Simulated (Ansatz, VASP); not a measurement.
Mo: VASP beside Ansatz

```
Mo
1.0
     2.66635    0.00000    0.00000
    -1.33318    2.30913    0.00000
     0.00000    0.00000    2.45788
Mo
1
Direct
  0.00000 0.00000 0.50000
```

Change from the starting cell: strain -0.030 along x and y, -0.030 along z, atoms carried along.

Alike in both runs: task single point; functional r2SCAN; k mesh 24 × 24 × 24; occupations gaussian, width 0.15 eV; no spin polarisation.

```csv
,VASP,Ansatz
version,VASP 6.6.1,Ansatz 0.2.0
potentials or method,"VASP PAW PBE potentials, release 64 (Mo_sv), cutoff 520 eV","scalar-relativistic, plane waves, PAW"
valence electrons in the cell,14,14
```

Ansatz gave:

| Property | Result |
| --- | --- |
| gap on the k mesh at the Fermi level (eV) | none |
| pressure (GPa) | 23.5 |
| traceless stress, the component that is largest in VASP (GPa) | -3.14 |

Task: Estimate VASP's values.

Result: gap on the k mesh at the Fermi level (eV): none; pressure (GPa): 25.1; traceless stress, the component that is largest in VASP (GPa): -2.78.

VASP's potentials were made for PBE, not for r2SCAN. A gap of «none» marks a metal or a gap that the smearing closes.
